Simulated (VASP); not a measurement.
Runs of VASP 6.6.1 on Zr2H6Pb. The structure is that of space group Fm-3m (No. 225), or close to it. The cells are those of the table. 

```csv
task,spin,cell,k mesh,cutoff (eV),gap on the mesh (eV),pressure (GPa),relaxed volume (Å³/atom)
relaxation of cell and atoms,off,"relaxed from a = 5.568 Å, angles 60.0°, 9 atoms",8 × 8 × 8,600,none,-0.1,(a)
single point,off,"a = 6.368 Å, angles 60.0°, 9 atoms",4 × 4 × 4,520,none,-11.8,-
single point,off,"a = 5.568 Å, angles 60.0°, 9 atoms",4 × 4 × 4,520,none,-0.1,-
relaxation of cell and atoms,off,"relaxed from a = 6.368 Å, angles 60.0°, 9 atoms",4 × 4 × 4,600,none,0.0,13.58
single point,"collinear, ferromagnetic start","a = 5.568 Å, angles 60.0°, 9 atoms",4 × 4 × 4,520,none,-0.1,-
single point,off,"a = 5.560 Å, angles 60.0°, 9 atoms",8 × 8 × 8,520,none,-0.1,-
```

Alike in all rows: level PBE; potentials or basis VASP PAW PBE potentials, release 64 (Zr_sv, H, Pb_d); smearing gaussian 0.1 eV.

Question: Fill in the values left out.

Answer: (a) 13.52.

Caveats: spin-orbit coupling is left out, which moves the levels of the heavy elements; the volume moved by over 15 % at a fixed basis, so the end points are rough (some runs).

A k mesh can miss the band edges, and the runs leave out spin-orbit coupling on Pb, Zr.

A gap of «none» marks levels without a gap at the run's occupations.
